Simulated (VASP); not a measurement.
Crystal: Co.

```
Co
1.0
     3.97014    0.00000    0.00000
    -1.98507    3.43825    0.00000
     0.00000    0.00000    2.43370
Co
3
Direct
  0.00000 0.00000 0.00000
  0.33333 0.66667 0.50000
  0.66667 0.33333 0.50000
```

This isn't the form of Co at room conditions, which is hcp.

```yaml
Program: VASP 6.6.1
Task: relaxation of cell and atoms
Functional: PBEsol
Potentials_or_basis: VASP PAW PBE potentials, release 64 (Co)
Cutoff: 600 eV
k_mesh: 9 × 9 × 13
Occupations: fermi-dirac, width 0.1 eV
Spin: no spin polarisation
```

At the start: pressure -20.1 GPa; volume 11.07 Å³/atom.

Where does the relaxation end?

Over 13 steps the energy falls by 67.9 meV/atom and the volume is 10.09 Å³/atom (-8.9 %); space group P6/mmm (No. 191, to 0.1 Å) before and after.

Step by step:
```tsv
step	energy change (eV)	largest force (eV/Å)	pressure (GPa)	volume (Å³)
1	0.0000	0.0000	-20.11	33.22
2	0.1705	0.0000	40.77	26.98
3	-0.2035	0.0000	-0.68	30.33
4	-0.2036	0.0000	-0.06	30.27
5	-0.2036	0.0000	0.44	30.21
6	-0.2037	0.0000	-0.53	30.32
7	-0.2037	0.0000	-0.14	30.28
8	-0.2037	0.0000	-0.11	30.28
9	-0.2037	0.0000	-0.39	30.30
10	-0.2037	0.0000	-0.25	30.28
11	-0.2038	0.0000	-0.29	30.28
12	-0.2038	0.0000	0.02	30.25
13	-0.2038	0.0000	-0.11	30.26
```

Final structure:
```yaml
crystal:
  lattice:
    - [3.85041, 0.00000, 0.00000]
    - [-1.92520, 3.33455, 0.00000]
    - [0.00000, 0.00000, 2.35718]
  atoms:
    - { symbol: Co, position: [0.00000, 0.00000, 0.00000] }
    - { symbol: Co, position: [0.33333, 0.66667, 0.50000] }
    - { symbol: Co, position: [0.66667, 0.33333, 0.50000] }
```

Caveat: the highest band is partly filled, so the run has too few bands; the PAW data sets were made with another functional, which shifts forces and pressure a little; the run has no spin polarisation, though such a crystal can be magnetic.
